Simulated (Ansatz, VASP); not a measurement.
# One calculation of CdF2, two programs

```
Cd F
1.0
     0.00000    2.61318    2.61318
     2.61318    0.00000    2.61318
     2.61318    2.61318    0.00000
Cd F
1 2
Direct
  0.00000 0.00000 0.00000
  0.25000 0.25000 0.25000
  0.75000 0.75000 0.75000
```

Change from the starting cell: strain -0.030 along x and y, -0.030 along z, atoms carried along.

Alike in both runs: task single point; functional PBE; k mesh 8 × 8 × 8; occupations gaussian, width 0.05 eV; no spin polarisation.

|  | VASP | Ansatz |
| --- | --- | --- |
| version | VASP 6.6.1 | Ansatz 0.2.0 |
| potentials or method | VASP PAW PBE potentials, release 64 (Cd_sv_GW, F), cutoff 700 eV | scalar-relativistic, plane waves, PAW |
| valence electrons in the cell | 34 | 34 |

|  | VASP | Ansatz | Ansatz less VASP |
| --- | --- | --- | --- |
| gap on the k mesh at the Fermi level (eV) | 3.42 | 3.43 | +0.012 |
| least direct gap on the mesh (eV) | 3.79 | 3.80 | +0.009 |
| pressure (GPa) | 18.4 | 18.8 | +0.42 |
